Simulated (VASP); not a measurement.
Crystal: GdO.

```
CELL_PARAMETERS angstrom
0.00000 2.68188 2.68188
2.68188 0.00000 2.68188
2.68188 2.68188 0.00000
ATOMIC_POSITIONS crystal
Gd 0.00000 0.00000 0.00000
O 0.75000 0.75000 0.75000
```

Base run:

| Item | Value |
| --- | --- |
| Program | VASP 6.6.1 |
| Functional | r2SCAN |
| Potentials or basis | VASP PAW PBE potentials, release 64 (Gd, O) |
| Cutoff | 520 eV |
| k mesh | 9 × 9 × 9 |
| Occupations | fermi-dirac, width 0.05 eV |
| Spin | collinear spin, ferromagnetic start |
| Starting moments | [7.0, 0.0] μB |

Its results: pressure -0.2 GPa; net moment 7.94 μB per cell; site moments Gd +6.99; O +0.03 μB.

Q: The run is repeated on the same cell with these changes: functional from r2SCAN to PBEsol. What comes out?

A: Pressure -2.6 GPa; net moment 7.52 μB per cell; site moments Gd +6.87; O -0.03 μB.

Caveats: the PAW data sets were made with another functional, which shifts forces and pressure a little; a cell with one magnetic atom can't hold antiferromagnetic order, which such compounds often take.
